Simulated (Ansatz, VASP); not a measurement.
## Pt in VASP and in Ansatz

INCAR

```
SYSTEM = Pt
PREC     = Accurate       ! precision mode
ENCUT    = 520            ! plane-wave cutoff, eV
EDIFF    = 1E-6           ! SCF threshold, eV
ISMEAR   = 0              ! smearing method
SIGMA    = 0.15           ! smearing width, eV
LREAL    = .FALSE.        ! projectors in reciprocal space
LASPH    = .TRUE.         ! aspherical terms in the spheres
NELM     = 80             ! most SCF steps
ALGO     = Normal         ! electronic algorithm
ISIF     = 2              ! what is computed and relaxed
LWAVE    = .FALSE.        ! write WAVECAR
LCHARG   = .FALSE.        ! write CHGCAR
GGA      = PS             ! functional
NBANDS   = 11             ! bands
```

Contents of KPOINTS:

```
regular mesh
0
G
  24 24 24
  0 0 0
```

The input POSCAR:

```
Pt
1.0
   -1.5842200000      1.5842200000      1.5842200000
    1.5842200000     -1.5842200000      1.5842200000
    1.5842200000      1.5842200000     -1.5842200000
Pt
1
Direct
    0.0000000000      0.0000000000      0.0000000000
```

Input for Ansatz:

```yaml
crystal:
  lattice:
    - [-1.58422, 1.58422, 1.58422]
    - [1.58422, -1.58422, 1.58422]
    - [1.58422, 1.58422, -1.58422]
  atoms:
    - { symbol: Pt, position: [0.0, 0.0, 0.0] }
basis:
  ecutwfc: 420
kpoints:
  mp_grid: { grid: [24, 24, 24] }
hamiltonian:
  xc: pbesol
scf:
  occupations: { method: gaussian, width: 0.15 }
output:
  forces: true
  stress: true
  eigenvalues: true
```

Alike in both runs: task single point; functional PBEsol; k mesh 24 × 24 × 24; occupations gaussian, width 0.15 eV; no spin polarisation.

```csv
,VASP,Ansatz
version,VASP 6.6.1,Ansatz 0.2.0
potentials or method,"VASP PAW PBE potentials, release 64 (Pt), cutoff 520 eV","scalar-relativistic, plane waves, PAW"
valence electrons in the cell,10,18
```

VASP gave:

| Item | Value |
| --- | --- |
| gap on the k mesh at the Fermi level (eV) | none |
| pressure (GPa) | -11.3 |

Question: Estimate Ansatz's values.

Answer: gap on the k mesh at the Fermi level (eV): none; pressure (GPa): -10.9.

VASP's potentials were made for PBE, not for PBEsol. A gap of «none» marks a metal or a gap that the smearing closes. VASP's potentials hold 10 valence electrons a cell and Ansatz's 18, so a difference there can come from the potentials and not from the codes.

Spin-orbit coupling is off throughout.
